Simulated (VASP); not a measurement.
Here is a VASP 6.6.1 calculation.

File INCAR:

```
SYSTEM = Si2Mo
ALGO = Normal
EDIFF = 1E-6
ENCUT = 520
GGA = PS
ISIF = 2
ISMEAR = -1
LASPH = .TRUE.
LCHARG = .TRUE.
LELF = .TRUE.
LREAL = .FALSE.
LVHAR = .TRUE.
LWAVE = .FALSE.
NBANDS = 18
NELM = 100
PREC = Accurate
SIGMA = 0.05
```

The input KPOINTS:

```
k-points
0
G
  14 14 14
  0 0 0
```

File POSCAR:

```
Si2Mo
1.0
   -1.5235431443      1.5235431443      3.7712263481
    1.5235431443     -1.5235431443      3.7712263481
    1.5235431443      1.5235431443     -3.7712263481
Mo Si
1 2
Direct
    0.0000000000      0.0000000000      0.0000000000
    0.3333994082      0.3333994082      0.0000000000
   -0.3333994082     -0.3333994082      0.0000000000
```

Potentials or basis: VASP PAW PBE potentials, release 64 (Mo_sv, Si).

Run with:

```console
$ cat potpaw_PBE.64/Mo_sv/POTCAR potpaw_PBE.64/Si/POTCAR > POTCAR
$ mpirun -np 1 vasp_std > vasp.out
```

(1) Predict the band gap on the k mesh.

(2) Estimate the largest force.

(3) Estimate the pressure.

Results:

(1) zero (band 11 reaches 15.05 eV, above the bottom of band 12 at 13.98 eV).

(2) 0.009 eV/Å.

(3) 37.5 GPa.

Caveat: the PAW data sets were made with another functional, which shifts forces and pressure a little.
